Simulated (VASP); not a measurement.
SnO, 4 atoms in the cell. It takes space group Pmmn (No. 59, orthorhombic). Conventional cell: a = 3.793 Å, b = 4.017 Å, c = 4.758 Å, α = 90.00°, β = 90.00°, γ = 90.00°. Sn (site symmetry mm2) has 4 O at 2.22 to 2.27 Å within 2.9 Å. O (site symmetry mm2) has 4 Sn at 2.22 to 2.27 Å and 4 O at 2.76 Å within 2.9 Å.  This cell differs from its parent crystal: uniaxial x strain +5.9%.

* Program: VASP 6.6.1
* Task: single point
* Functional: HSE06
* Potentials or basis: VASP PAW PBE potentials, release 64 (Sn_d, O)
* Cutoff: 520 eV
* k mesh: 4 × 4 × 4
* Occupations: gaussian, width 0.01 eV
* Spin: no spin polarisation
* Dipole correction: no
* Grid for exact exchange (PRECFOCK): Normal
* Further INCAR settings: ALGO = Normal; EDIFF = 1e-06; NBANDS = 28
* Share of exact exchange: 0.25
* Screening parameter: 0.2079 1/Å

Potentials or basis: VASP PAW PBE potentials, release 64 (Sn_d, O).

Launch:

```console
$ cat potpaw_PBE.64/Sn_d/POTCAR potpaw_PBE.64/O/POTCAR > POTCAR
$ cp INCAR.step1 INCAR
$ mpirun -np 4 vasp_std > vasp.out
$ cp INCAR.step2 INCAR
$ mpirun -np 4 vasp_std > vasp.out
```

Hardware: 4 MPI ranks on Intel(R) Xeon(R) Platinum 8488C (Sapphire Rapids), on a shared host.

How long does it take, and how much memory?

It took 30 min on 4 MPI ranks on Intel(R) Xeon(R) Platinum 8488C (Sapphire Rapids), with other jobs on the host, peak memory 0.33 GiB a rank. Counts: k points 27.
